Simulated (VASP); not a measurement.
# Si8N (a cell with a defect) in VASP: further runs

The runs below take Si8N (a cell with a defect) through single point, with PBE.

Everything below comes from runs of VASP 6.6.1. Logs are shortened: lines on timing, memory, paths and dates and some standing lists are left out, and cuts for length are marked.

### 1 The cell of the first run

The cell holds a defect, 9 atoms: a = 5.770 Å, b = 5.770 Å, c = 5.770 Å, α = 109.85°, β = 109.85°, γ = 109.85°.

### 2 Single point, PBE

File INCAR:

```
PREC     = Accurate       # precision mode
ENCUT    = 520            # plane-wave cutoff, eV
EDIFF    = 1E-6           # SCF threshold, eV
ISMEAR   = 0              # smearing method
SIGMA    = 0.15           # smearing width, eV
LREAL    = False          # projectors in reciprocal space
LASPH    = True           # aspherical terms in the spheres
NELM     = 120            # most SCF steps
ALGO     = Normal         # electronic algorithm
ISIF     = 2              # what is computed and relaxed
LWAVE    = False          # write WAVECAR
LCHARG   = True           # write CHGCAR
GGA      = PE             # functional
LELF     = True           # ELF
LVHAR    = True         
NBANDS   = 28             # bands
GGA_COMPAT= False
```

File KPOINTS:

```
regular mesh
0
Gamma
  6 6 6
```

File POSCAR:

```
Si8N
1.0
    4.7218258405      2.7261474201      1.8874557466
   -4.7218258405      2.7261474201      1.8874557466
    0.0000000000     -5.4522948402      1.8874557466
Si N
8 1
Direct
    0.0198044603      0.7179030939      0.5216794332
    0.9801955397      0.2820969061      0.4783205668
    0.7140043589      0.7140043589      0.7140043589
    0.2820969061      0.4783205668      0.9801955397
    0.4783205668      0.9801955397      0.2820969061
    0.7179030939      0.5216794332      0.0198044603
    0.2859956411      0.2859956411      0.2859956411
    0.5216794332      0.0198044603      0.7179030939
    0.1345697605     -0.1449872335     -1.2301955397
```

Potentials or basis: VASP PAW PBE potentials, release 64 (Si, N).

Launch:

```sh
$ cat potpaw_PBE.64/Si/POTCAR potpaw_PBE.64/N/POTCAR > POTCAR
$ mpirun -np 1 vasp_std > vasp.out
```

OUTCAR:

```text
PREC = Accurate
   ENCUT = 520
   EDIFF = 1E-6
   ISMEAR = 0
   LREAL = False
   LASPH = True
   NELM = 120
   ISIF = 2
   GGA = PE

 ion  position               nearest neighbor table
   1  0.020  0.718  0.522-   9 1.16   2 2.36   3 2.38   8 2.39   6 2.39
   2  0.980  0.282  0.478-   1 2.36   7 2.38   5 2.39   4 2.39
   3  0.714  0.714  0.714-   9 2.15   8 2.38   1 2.38   6 2.38   7 2.42
   4  0.282  0.478  0.980-   6 2.36   7 2.38   5 2.39   2 2.39
   5  0.478  0.980  0.282-   8 2.36   7 2.38   4 2.39   2 2.39
   6  0.718  0.522  0.020-   4 2.36   3 2.38   8 2.39   1 2.39
   7  0.286  0.286  0.286-   5 2.38   2 2.38   4 2.38   3 2.42
   8  0.522  0.020  0.718-   9 2.28   5 2.36   3 2.38   6 2.39   1 2.39
   9  0.135  0.855  0.770-   1 1.16   3 2.15   8 2.28

 -----------------------------------------------------------------------------
|                                                                             |
|           W    W    AA    RRRRR   N    N  II  N    N   GGGG   !!!           |
|           W    W   A  A   R    R  NN   N  II  NN   N  G    G  !!!           |
|           W    W  A    A  R    R  N N  N  II  N N  N  G       !!!           |
|           W WW W  AAAAAA  RRRRR   N  N N  II  N  N N  G  GGG   !            |
|           WW  WW  A    A  R   R   N   NN  II  N   NN  G    G                |
|           W    W  A    A  R    R  N    N  II  N    N   GGGG   !!!           |
|                                                                             |
|     The distance between some ions is very small. Please check the          |
|     nearest-neighbor list in the OUTCAR file.                               |
|     I HOPE YOU KNOW WHAT YOU ARE DOING!                                     |
|                                                                             |
 -----------------------------------------------------------------------------

  LATTYP: Found a trigonal (rhomboedric) cell.
 ALAT       =     5.7697494070
 COS(alpha) =    -0.3394793489

  Lattice vectors:

 A1 = (   4.7218258405,   2.7261474201,   1.8874557466)
 A2 = (  -4.7218258405,   2.7261474201,   1.8874557466)
 A3 = (   0.0000000000,  -5.4522948402,   1.8874557466)

Analysis of symmetry for initial positions (statically):
=====================================================================
 Subroutine PRICEL returns:
 Original cell was already a primitive cell.

 Routine SETGRP: Setting up the symmetry group for a
 trigonal (rhombohedral) supercell.

 Subroutine GETGRP returns: Found  1 space group operations
 (whereof  1 operations were pure point group operations)
 out of a pool of 12 trial point group operations.

[... 135 lines left out ...]
   ISYM   =      2    0-nonsym 1-usesym 2-fastsym
   POTIM  = 0.5000    time-step for ionic-motion
   TEBEG  =    0.0;   TEEND  =   0.0 temperature during run
   PSTRESS=    0.0 pullay stress
   NELECT =      37.0000    total number of electrons
   NUPDOWN=      -1.0000    fix difference up-down
   EMIN   =  10.00;   EMAX   =-10.00  energy-range for DOS
   EFERMI =   0.00;   METHOD = LEGACY
   ISMEAR =     0;   SIGMA  =   0.15  broadening in eV -4-tet -1-fermi 0-gaus
   EFERMI_NEDOS =   21; number of points for ismear=-14 and -15
   IALGO  =     38    algorithm
   IMIX   =      4    mixing-type and parameters
     AMIX     =   0.40;   BMIX     =  1.00
     AMIX_MAG =   1.60;   BMIX_MAG =  1.00
  volume/ion in A,a.u.               =      16.20       109.31
  Fermi-wavevector in a.u.,A,eV,Ry     =   1.036525  1.958748 14.617873  1.074383
  Thomas-Fermi vector in A             =   2.170919
   LORBIT       =      0    0 simple, 1 ext, 2 COOP (PROOUT), +10 PAW based schemes
   GGA     = PE    functional components
   LHFCALC =     F    Hartree Fock is set to
   AEXX    =    0.0000 exact exchange contribution
   IVDW    =     0    specifies the selected vdW correction
   LEPSILON=     F    determine dielectric tensor
   LRPA    =     F    only Hartree local field effects (RPA)
 non-spin polarized calculation
 Gauss-broadening in eV      SIGMA  =   0.15
  energy-cutoff  :      520.00
  volume of cell :      145.78
 maximum number of plane-waves:      3961
 NGX is ok and might be reduce to    48
   NGX = 21   NGY = 21   NGZ = 21

 number of electron      36.9999999 magnetization

 Free energy of the ion-electron system (eV)
  ---------------------------------------------------
  ext. energy  EPLUGINS =         0.00000000
  ---------------------------------------------------
  free energy    TOTEN  =       -35.92082736 eV

  energy without entropy =      -35.89294711  energy(sigma->0) =      -35.90688723

 E-fermi :   7.3024     XC(G=0): -10.2341

 val. band max:        7.3012306836   @ k =  -0.1667  -0.3333  -0.0000
 cond. band min:       7.3026393245   @ k =  -0.3333   0.1667  -0.1667
 fundamental gap:      0.0014086409
 Fermi energy:         7.3023727288

 k-point     1 :       0.0000    0.0000    0.0000
  band No.  band energies     occupation
      1     -10.0358      2.00000
      2      -4.5425      2.00000
      3      -1.7541      2.00000
      4      -0.8817      2.00000
      5      -0.5548      2.00000
      6      -0.2761      2.00000
[... 733 lines left out ...]
     27      11.4911      0.00000
     28      12.0773      0.00000

 [... further k-points ...]
[... 5 lines left out ...]
  --------------------------------------------------------------------------------------
  -------------------------------------------------------------------------------------
  Total        3.7456104     28.6805152     54.7510639      4.4218353    -37.3004556     -7.6973025
  in kB       41.1666816    315.2174136    601.7496068     48.5988296   -409.9561337    -84.5983333
  external PRESSURE =     319.3779007 kB  Pullay stress =       0.0000000 kB

 VOLUME and BASIS-vectors are now :
 -----------------------------------------------------------------------------
  energy-cutoff  :      520.00
  volume of cell :      145.78
      direct lattice vectors                 reciprocal lattice vectors
     4.721825841  2.726147420  1.887455747     0.105891241  0.061136337  0.176604582
    -4.721825841  2.726147420  1.887455747    -0.105891241  0.061136337  0.176604582
     0.000000000 -5.452294840  1.887455747     0.000000000 -0.122272673  0.176604582

 POSITION                                       TOTAL-FORCE (eV/Angst)
 -----------------------------------------------------------------------------------
     -3.29630     -0.83325      2.37704         7.094527     38.351699    -54.256444
      3.29630      0.83325      3.28533         0.865029     -0.338061     -0.663270
      0.00000      0.00000      4.04295        -0.784883     -1.248486      0.637431
     -0.92653     -3.27130      3.28533        -0.047925     -0.203555      0.099081
     -2.36977      2.43805      3.28533        -0.254026      0.014754     -0.441053
      0.92653      3.27130      2.37704        -0.020712      0.275085     -0.020065
      0.00000      0.00000      1.61941         0.198548      0.230586      0.006687
      2.36977     -2.43805      2.37704         1.019813      0.258870      1.326283
     -3.40181     -1.49945      3.32077        -8.070370    -37.340893     53.311351
 -----------------------------------------------------------------------------------
    total drift:                               -0.000200     -0.001532      0.002100

  FREE ENERGIE OF THE ION-ELECTRON SYSTEM (eV)
  ---------------------------------------------------
  free  energy   TOTEN  =       -35.9208273592 eV

  energy  without entropy=      -35.8929471072  energy(sigma->0) =      -35.90688723
```

OSZICAR:

```text
N       E                     dE             d eps       ncg     rms          rms(c)
DAV:   1     0.118497821558E+03    0.11850E+03   -0.14999E+04  6272   0.111E+03
DAV:   2    -0.324777977227E+02   -0.15098E+03   -0.14438E+03  7732   0.186E+02
DAV:   3    -0.447855846265E+02   -0.12308E+02   -0.12142E+02  8096   0.529E+01
DAV:   4    -0.449690208407E+02   -0.18344E+00   -0.18306E+00  7972   0.775E+00
DAV:   5    -0.449710394994E+02   -0.20187E-02   -0.20184E-02  7856   0.813E-01    0.211E+01
DAV:   6    -0.355592628411E+02    0.94118E+01   -0.23694E+01  8248   0.413E+01    0.114E+01
DAV:   7    -0.360447914809E+02   -0.48553E+00   -0.10151E+01  6464   0.162E+01    0.508E+00
DAV:   8    -0.359596074523E+02    0.85184E-01   -0.93491E-01  7556   0.558E+00    0.219E+00
DAV:   9    -0.359198229977E+02    0.39784E-01   -0.18035E-01  8336   0.359E+00    0.559E-01
DAV:  10    -0.359206526686E+02   -0.82967E-03   -0.40874E-02  7144   0.113E+00    0.298E-01
DAV:  11    -0.359209167857E+02   -0.26412E-03   -0.94148E-03  7524   0.542E-01    0.157E-01
DAV:  12    -0.359208806646E+02    0.36121E-04   -0.14014E-03  7900   0.294E-01    0.659E-02
DAV:  13    -0.359208343622E+02    0.46302E-04   -0.52438E-04  8464   0.175E-01    0.233E-02
DAV:  14    -0.359208263927E+02    0.79695E-05   -0.86756E-05  7516   0.619E-02    0.107E-02
DAV:  15    -0.359208277447E+02   -0.13520E-05   -0.35297E-05  7224   0.314E-02    0.637E-03
DAV:  16    -0.359208273592E+02    0.38549E-06   -0.27482E-06  6484   0.123E-02
   1 F= -.35920827E+02 E0= -.35906887E+02  d E =-.278803E-01
```

Run time: 7.3 min. Hardware: 1 thread of Oxide Virtual Turin-like, shared host; peak memory 0.5 GiB.

Results:

| Item | Value |
| --- | --- |
| Free energy | -35.9208 eV |
| Pressure | 31.9 GPa |
| Largest force | 66.820 eV/Å |
| Band gap on the k mesh | zero (an odd number of electrons rules out a gap without spin polarisation) |

Forces on the atoms (eV/Å):
```
Si    7.095  38.352 -54.256
Si    0.865  -0.338  -0.663
Si   -0.785  -1.248   0.637
Si   -0.048  -0.204   0.099
Si   -0.254   0.015  -0.441
Si   -0.021   0.275  -0.020
Si    0.199   0.231   0.007
Si    1.020   0.259   1.326
N    -8.070 -37.341  53.311
```

Stress tensor (GPa, compression positive):
```
  4.12   4.86  -8.46
  4.86  31.52 -41.00
 -8.46 -41.00  60.17
```

Caveat: atoms lie so close that the PAW spheres overlap strongly, which falsifies energies and pressures; an odd number of electrons without spin polarisation forces a metal; a magnetic or distorted state may lie lower.

[end of part 1 of 2]
